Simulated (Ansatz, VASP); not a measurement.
**Te6Mo3H in VASP and in Ansatz**

```
CELL_PARAMETERS angstrom
3.43343 0.00000 0.00000
-1.71672 2.97344 0.00000
0.00000 0.00000 20.77043
ATOMIC_POSITIONS crystal
Te 0.00000 0.00000 0.91258
Te 0.33333 0.66667 0.59178
Te 0.33333 0.66667 0.23331
Te 0.33333 0.66667 0.76669
Te 0.33333 0.66667 0.40822
Te 0.00000 0.00000 0.08742
Mo 0.00000 0.00000 0.67915
Mo 0.00000 0.00000 0.32085
Mo 0.33333 0.66667 0.00000
H 0.69769 0.34885 0.75234
```

Alike in both runs: task single point; functional PBEsol; dispersion D3(BJ); k mesh 9 × 9 × 2; occupations gaussian, width 0.05 eV; no spin polarisation.

|  | VASP | Ansatz |
| --- | --- | --- |
| version | VASP 6.6.1 | Ansatz 0.2.0 |
| potentials or method | VASP PAW PBE potentials, release 64 (Te, Mo_sv, H), cutoff 520 eV | scalar-relativistic, plane waves, PAW |
| valence electrons in the cell | 79 | 139 |

|  | VASP | Ansatz | Ansatz less VASP |
| --- | --- | --- | --- |
| gap on the k mesh at the Fermi level (eV) | none | none | - |
| pressure (GPa) | 2.6 | 2.5 | -0.16 |
| traceless stress, the component that is largest in VASP (GPa) | -0.23 | -0.28 | -0.055 |
| rms of the force components (eV/Å) | 0.490 | 0.482 | -0.0078 |

VASP's potentials were made for PBE, not for PBEsol, and Ansatz warns of the same on its side. Atom by atom the forces differ by 0.015 eV/Å (rms over components). A gap of «none» marks a metal or a gap that the smearing closes. VASP's potentials hold 79 valence electrons a cell and Ansatz's 139, so a difference there can come from the potentials and not from the codes.

Neither program's run includes spin-orbit coupling.
